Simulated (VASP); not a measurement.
# S (Fd-3m) in VASP: further runs

S is run at these levels: LDA; tasks: single point.

Everything below comes from runs of VASP 6.6.1. Logs are shortened: lines on timing, memory, paths and dates and some standing lists are left out, and cuts for length are marked.

### 1 The cell of the first run

Symmetry: Fd-3m, No. 227, cubic system. The conventional cell has a = 4.318 Å, b = 4.318 Å, c = 4.318 Å, α = 90.00°, β = 90.00°, γ = 90.00°. Within 2.5 Å of S (site symmetry -43m) lie 4 S at 1.87 Å.

### 2 Single point, LDA (volume scaled by 0.45)

Input file INCAR:

```
ALGO = Normal
EDIFF = 1E-6
ENCUT = 520
ISIF = 2
ISMEAR = -1
LASPH = True
LCHARG = True
LELF = True
LREAL = False
LVHAR = True
LWAVE = False
NBANDS = 13
NELM = 100
PREC = Accurate
SIGMA = 0.05
```

Input file KPOINTS:

```
k-points
0
Gamma
  13 13 13
```

Input file POSCAR:

```
S
1.0
    0.0000000000      2.1587833266      2.1587833266
    2.1587833266      0.0000000000      2.1587833266
    2.1587833266      2.1587833266      0.0000000000
S
2
Direct
   -0.1250000000     -0.1250000000     -0.1250000000
    0.1250000000      0.1250000000      0.1250000000
```

Potentials or basis: VASP PAW LDA potentials, release 64 (S).

Started as:

```console
cat potpaw_LDA.64/S/POTCAR > POTCAR
mpirun -np 1 vasp_std > vasp.out
```

OUTCAR:

```text
EDIFF = 1E-6
   ENCUT = 520
   ISIF = 2
   ISMEAR = -1
   LASPH = True
   LREAL = False
   NELM = 100
   PREC = Accurate

 ion  position               nearest neighbor table
   1  0.875  0.875  0.875-   2 1.87   2 1.87   2 1.87   2 1.87
   2  0.125  0.125  0.125-   1 1.87   1 1.87   1 1.87   1 1.87

  LATTYP: Found a face centered cubic cell.
 ALAT       =     4.3175666532

  Lattice vectors:

 A1 = (   0.0000000000,   2.1587833266,   2.1587833266)
 A2 = (   2.1587833266,   0.0000000000,   2.1587833266)
 A3 = (   2.1587833266,   2.1587833266,   0.0000000000)

Analysis of symmetry for initial positions (statically):
=====================================================================
 Subroutine PRICEL returns:
 Original cell was already a primitive cell.

 Routine SETGRP: Setting up the symmetry group for a
 face centered cubic supercell.

 Subroutine GETGRP returns: Found 48 space group operations
 (whereof 12 operations were pure point group operations)
 out of a pool of 48 trial point group operations.

The static configuration has the point symmetry D_3d.
 The point group associated with its full space group is O_h .

Analysis of symmetry for dynamics (positions and initial velocities):
=====================================================================
 Subroutine PRICEL returns:
 Original cell was already a primitive cell.

 Routine SETGRP: Setting up the symmetry group for a
 face centered cubic supercell.

 Subroutine GETGRP returns: Found 48 space group operations
 (whereof 12 operations were pure point group operations)
 out of a pool of 48 trial point group operations.

The dynamic configuration has the point symmetry D_3d.
 The point group associated with its full space group is O_h .

 Subroutine INISYM returns: Found 48 space group operations
 (whereof 12 operations are pure point group operations),
 and found     1 'primitive' translations

----------------------------------------------------------------------------------------

                                     Primitive cell

  volume of cell :      20.1214

  direct lattice vectors                    reciprocal lattice vectors
     0.000000000  2.158783327  2.158783327    -0.231611943  0.231611943  0.231611943
     2.158783327  0.000000000  2.158783327     0.231611943 -0.231611943  0.231611943
     2.158783327  2.158783327  0.000000000     0.231611943  0.231611943 -0.231611943

  length of vectors
     3.052980659  3.052980659  3.052980659     0.401163652  0.401163652  0.401163652

  position of ions in fractional coordinates (direct lattice)
     0.875000000  0.875000000  0.875000000
     0.125000000  0.125000000  0.125000000

  ion indices of the primitive-cell ions
   primitive index   ion index
                 1           1
                 2           2

----------------------------------------------------------------------------------------

 KPOINTS: k-points

Automatic generation of k-mesh.
 Grid dimensions read from file:
 generate k-points for:   13   13   13

 Generating k-lattice:

  Cartesian coordinates                     Fractional coordinates (reciprocal lattice)
    -0.017816303  0.017816303  0.017816303     0.076923077  0.000000000  0.000000000
     0.017816303 -0.017816303  0.017816303     0.000000000  0.076923077  0.000000000
     0.017816303  0.017816303 -0.017816303     0.000000000  0.000000000  0.076923077

  Length of vectors
     0.030858742  0.030858742  0.030858742

  Shift w.r.t. Gamma in fractional coordinates (k-lattice)
     0.000000000  0.000000000  0.000000000

 Subroutine IBZKPT returns following result:
 ===========================================

 Found     84 irreducible k-points:

 Following reciprocal coordinates:
            Coordinates               Weight
  0.000000  0.000000  0.000000      1.000000
  0.076923  0.000000  0.000000      8.000000
  0.153846  0.000000  0.000000      8.000000
  0.230769  0.000000  0.000000      8.000000
  0.307692  0.000000  0.000000      8.000000
  0.384615  0.000000  0.000000      8.000000
[... 16 lines left out ...]
  0.384615  0.153846  0.000000     24.000000
  0.461538  0.153846  0.000000     24.000000
 [... further k-points ...]
   k-points           NKPTS =     84   k-points in BZ     NKDIM =     84   number of bands    NBANDS=     13
   number of dos      NEDOS =    301   number of ions     NIONS =      2
   total plane-waves  NPLWV =  13824
   dimension x,y,z NGX =    24 NGY =   24 NGZ =   24
   dimension x,y,z NGXF=    48 NGYF=   48 NGZF=   48
   ions per type =               2
   NGX,Y,Z   is equivalent  to a cutoff of  13.07, 13.07, 13.07 a.u.
   NGXF,Y,Z  is equivalent  to a cutoff of  26.14, 26.14, 26.14 a.u.
 SYSTEM =  unknown system
   PREC   = accura    normal or accurate (medium, high low for compatibility)
   ISTART =      0    job   : 0-new  1-cont  2-samecut
   ICHARG =      2    charge: 1-file 2-atom 10-const
   ISPIN  =      1    spin polarized calculation?
   LNONCOLLINEAR =      F non collinear calculations
   LSORBIT =      F    spin-orbit coupling
   LASPH  =      T    aspherical Exc in radial PAW
   ENCUT  =  520.0 eV  38.22 Ry    6.18 a.u.   5.68  5.68  5.68*2*pi/ulx,y,z
   NELM   =    100;   NELMIN=  2; NELMDL= -5     # of ELM steps
   EDIFF  = 0.1E-05   stopping-criterion for ELM
   LREAL  =      F    real-space projection
[... 7 lines left out ...]
   TEBEG  =    0.0;   TEEND  =   0.0 temperature during run
   PSTRESS=    0.0 pullay stress
   NELECT =      12.0000    total number of electrons
   NUPDOWN=      -1.0000    fix difference up-down
   EMIN   =  10.00;   EMAX   =-10.00  energy-range for DOS
   EFERMI =   0.00;   METHOD = LEGACY
   ISMEAR =    -1;   SIGMA  =   0.05  broadening in eV -4-tet -1-fermi 0-gaus
   EFERMI_NEDOS =   21; number of points for ismear=-14 and -15
   IALGO  =     38    algorithm
   IMIX   =      4    mixing-type and parameters
     AMIX     =   0.40;   BMIX     =  1.00
     AMIX_MAG =   1.60;   BMIX_MAG =  1.00
  volume/ion in A,a.u.               =      10.06        67.89
  Fermi-wavevector in a.u.,A,eV,Ry     =   1.378001  2.604044 25.835922  1.898887
  Thomas-Fermi vector in A             =   2.503103
   LORBIT       =      0    0 simple, 1 ext, 2 COOP (PROOUT), +10 PAW based schemes
   GGA     = CA    functional components
   LHFCALC =     F    Hartree Fock is set to
   AEXX    =    0.0000 exact exchange contribution
   IVDW    =     0    specifies the selected vdW correction
   LEPSILON=     F    determine dielectric tensor
   LRPA    =     F    only Hartree local field effects (RPA)
 non-spin polarized calculation
  energy-cutoff  :      520.00
  volume of cell :       20.12
 maximum number of plane-waves:       556
   NGX = 11   NGY = 11   NGZ = 11

 number of electron      12.0000002 magnetization

 Free energy of the ion-electron system (eV)
  ---------------------------------------------------
  ext. energy  EPLUGINS =         0.00000000
  ---------------------------------------------------
  free energy    TOTEN  =        -1.64910244 eV

  energy without entropy =       -1.63881744  energy(sigma->0) =       -1.64395994

 E-fermi :  15.5739     XC(G=0): -13.1493

 val. band max:       15.5712970907   @ k =  -0.3077   0.4615   0.2308
 cond. band min:      15.5755874202   @ k =   0.4615   0.2308   0.0769
 fundamental gap:      0.0042903294
 Fermi energy:        15.5738834265

 k-point     1 :       0.0000    0.0000    0.0000
  band No.  band energies     occupation
      1      -9.1404      2.00000
      2       8.1537      2.00000
      3       8.1537      2.00000
      4       8.1537      2.00000
      5      12.9942      2.00000
      6      12.9942      2.00000
      7      12.9942      2.00000
      8      14.7440      2.00000
      9      21.3753      0.00000
     10      21.3753      0.00000
     11      23.0694      0.00000
     12      27.7106      0.00000
     13      27.7106      0.00000

 k-point     2 :       0.0769    0.0000    0.0000
  band No.  band energies     occupation
      1      -9.0241      2.00000
      2       7.2377      2.00000
      3       8.0026      2.00000
      4       8.0026      2.00000
      5      13.1360      2.00000
      6      13.2349      2.00000
      7      13.2349      2.00000
      8      15.3846      1.95562
      9      21.0930      0.00000
     10      21.0930      0.00000
     11      23.4841      0.00000
     12      27.3708      0.00000
     13      28.3694      0.00000

 k-point     3 :       0.1538    0.0000    0.0000
  band No.  band energies     occupation
      1      -8.6785      2.00000
      2       5.3711      2.00000
      3       7.6468      2.00000
      4       7.6468      2.00000
      5      12.9850      2.00000
      6      13.7952      2.00000
      7      13.7952      2.00000
      8      17.0716      0.00000
      9      20.6328      0.00000
     10      20.6328      0.00000
     11      24.3968      0.00000
     12      26.9387      0.00000
     13      29.9824      0.00000

 k-point     4 :       0.2308    0.0000    0.0000
  band No.  band energies     occupation
      1      -8.1160      2.00000
      2       3.3336      2.00000
      3       7.2463      2.00000
      4       7.2463      2.00000
      5      12.6429      2.00000
      6      14.3287      2.00000
      7      14.3287      2.00000
      8      19.0581      0.00000
      9      20.5962      0.00000
     10      20.5962      0.00000
     11      24.5602      0.00000
     12      27.9187      0.00000
     13      31.8729      0.00000

 k-point     5 :       0.3077    0.0000    0.0000
  band No.  band energies     occupation
      1      -7.3669      2.00000
      2       1.3934      2.00000
      3       6.9007      2.00000
      4       6.9007      2.00000
      5      12.3065      2.00000
      6      14.5671      2.00000
      7      14.5671      2.00000
      8      20.9117      0.00000
      9      21.3399      0.00000
     10      21.3399      0.00000
     11      24.2533      0.00000
     12      29.9371      0.00000
     13      32.2173      0.00000
[... 257 lines left out ...]
 k-point    22 :       0.3077    0.1538    0.0000
  band No.  band energies     occupation
      1      -7.4760      2.00000
      2       2.5694      2.00000
      3       5.9151      2.00000
      4       6.0163      2.00000
      5      12.4648      2.00000
      6      15.3029      1.99119
      7      16.3850      0.00000
      8      16.4063      0.00000
      9      22.2172      0.00000
     10      22.9468      0.00000
     11      26.1451      0.00000
     12      29.3841      0.00000
     13      30.6620      0.00000

 k-point    23 :       0.3846    0.1538    0.0000
  band No.  band energies     occupation
      1      -6.6803      2.00000
      2       0.8395      2.00000
      3       5.3731      2.00000
      4       5.8338      2.00000
      5      12.6612      2.00000
      6      15.3574      1.97402
      7      16.4045      0.00000
      8      17.0714      0.00000
      9      24.1940      0.00000
     10      24.2055      0.00000
     11      25.6568      0.00000
     12      29.3716      0.00000
     13      30.2843      0.00000

 k-point    24 :       0.4615    0.1538    0.0000
  band No.  band energies     occupation
      1      -5.8315      2.00000
      2      -0.6249      2.00000
      3       4.9053      2.00000
      4       5.8125      2.00000
      5      12.7189      2.00000
      6      15.2462      1.99716
      7      16.1700      0.00001
      8      18.6305      0.00000
      9      24.4085      0.00000
     10      25.8684      0.00000
     11      26.7669      0.00000
     12      27.0256      0.00000
     13      29.0928      0.00000

 [... further k-points ...]

------------------------ aborting loop because EDIFF is reached ----------------------------------------

  FORCE on cell =-STRESS in cart. coord.  units (eV):
  Direction    XX          YY          ZZ          XY          YZ          ZX
  --------------------------------------------------------------------------------------
  -------------------------------------------------------------------------------------
  Total       16.2464697     16.2464697     16.2464697      0.0000000      0.0000000     -0.0000000
  in kB     1293.6369927   1293.6369927   1293.6369927      0.0000000      0.0000000     -0.0000000
  external PRESSURE =    1293.6369927 kB  Pullay stress =       0.0000000 kB

 VOLUME and BASIS-vectors are now :
 -----------------------------------------------------------------------------
  energy-cutoff  :      520.00
  volume of cell :       20.12
      direct lattice vectors                 reciprocal lattice vectors
     0.000000000  2.158783327  2.158783327    -0.231611943  0.231611943  0.231611943
     2.158783327  0.000000000  2.158783327     0.231611943 -0.231611943  0.231611943
     2.158783327  2.158783327  0.000000000     0.231611943  0.231611943 -0.231611943

 POSITION                                       TOTAL-FORCE (eV/Angst)
 -----------------------------------------------------------------------------------
      3.77787      3.77787      3.77787         0.000000     -0.000000     -0.000000
      0.53970      0.53970      0.53970        -0.000000      0.000000      0.000000
 -----------------------------------------------------------------------------------
    total drift:                                0.000000      0.000000      0.000000

  FREE ENERGIE OF THE ION-ELECTRON SYSTEM (eV)
  ---------------------------------------------------
  free  energy   TOTEN  =        -1.6491024422 eV

  energy  without entropy=       -1.6388174415  energy(sigma->0) =       -1.64395994
```

Run time: 46 s. Hardware: 1 thread of AMD EPYC 7R13, shared host; peak memory 0.1 GiB.

Results:

- Free energy: -1.6491 eV
- Pressure: 129.4 GPa
- Band gap on the k mesh: zero (band 6 reaches 18.03 eV, above the bottom of band 7 at 12.99 eV)

### 3 Single point, LDA (volume scaled by 0.45)

Input file INCAR:

```
SYSTEM = S
ALGO = Normal
EDIFF = 1E-6
ENCUT = 520
ISIF = 2
ISMEAR = -1
LASPH = .True.
LCHARG = .False.
LREAL = .False.
LWAVE = .False.
NBANDS = 13
NELM = 80
PREC = Accurate
SIGMA = 0.05
```

Input file KPOINTS:

```
k-points
0
Gamma
  13 13 13
  0 0 0
```

POSCAR is that of step 2.

Potentials or basis: VASP PAW LDA potentials, release 64 (S).

Started as:

```console
cat potpaw_LDA.64/S/POTCAR > POTCAR
mpirun -np 1 vasp_std > vasp.out
```

It took 45 s on 1 thread of AMD EPYC 7R13, shared host; peak memory 0.1 GiB.

It converged, with:

```
Free energy            : -1.6491 eV
Pressure               : 129.4 GPa
Band gap on the k mesh : zero (band 6 reaches 18.03 eV, above the bottom of band 7 at 12.99 eV)
```

Levels at points of the mesh, in eV from the Fermi level:
```
           k point  band 2  band 3  band 4  band 5  band 6  band 7  band 8  band 9  band 10  band 11
(0.00, 0.00, 0.00)   -7.42   -7.42   -7.42   -2.58   -2.58   -2.58   -0.83    5.80     5.80     7.50
```

### 4 Single point, LDA (volume scaled by 0.55)

Input file INCAR:

```
ALGO     = Normal         # electronic algorithm
EDIFF    = 1E-6           # SCF threshold, eV
ENCUT    = 520            # plane-wave cutoff, eV
GGA      = CA             # functional
ISIF     = 2              # what is computed and relaxed
ISMEAR   = -1             # smearing method
LASPH    = True           # aspherical terms in the spheres
LCHARG   = False          # write CHGCAR
LREAL    = False          # projectors in reciprocal space
LWAVE    = False          # write WAVECAR
NBANDS   = 13             # bands
NELM     = 100            # most SCF steps
PREC     = Accurate       # precision mode
SIGMA    = 0.05           # smearing width, eV
```

Input file KPOINTS:

```
k-points
0
Gamma
  13 13 13
```

Input file POSCAR:

```
S
1.0
    0.0000000000      2.3081238770      2.3081238770
    2.3081238770      0.0000000000      2.3081238770
    2.3081238770      2.3081238770      0.0000000000
S
2
Direct
   -0.1250000000     -0.1250000000     -0.1250000000
    0.1250000000      0.1250000000      0.1250000000
```

Started as:

```console
cat potpaw_LDA.64/S/POTCAR > POTCAR
mpirun -np 1 vasp_std > vasp.out
```

Run time: 44 s. Hardware: 1 thread of AMD EPYC 7R13, shared host; peak memory 0.1 GiB.

The run converged. Its results:

```yaml
Free_energy: -4.3849 eV
Pressure: 72.6 GPa
Band_gap_on_the_k_mesh: zero (band 6 reaches 14.18 eV, above the bottom of band 7 at 9.94 eV)
```

Levels at points of the mesh, in eV from the Fermi level:
```csv
k point,band 4,band 5,band 6,band 7,band 8,band 9
"(0.00, 0.00, 0.00)",-6.67,-3.79,-2.21,-2.21,-2.21,6.26
```
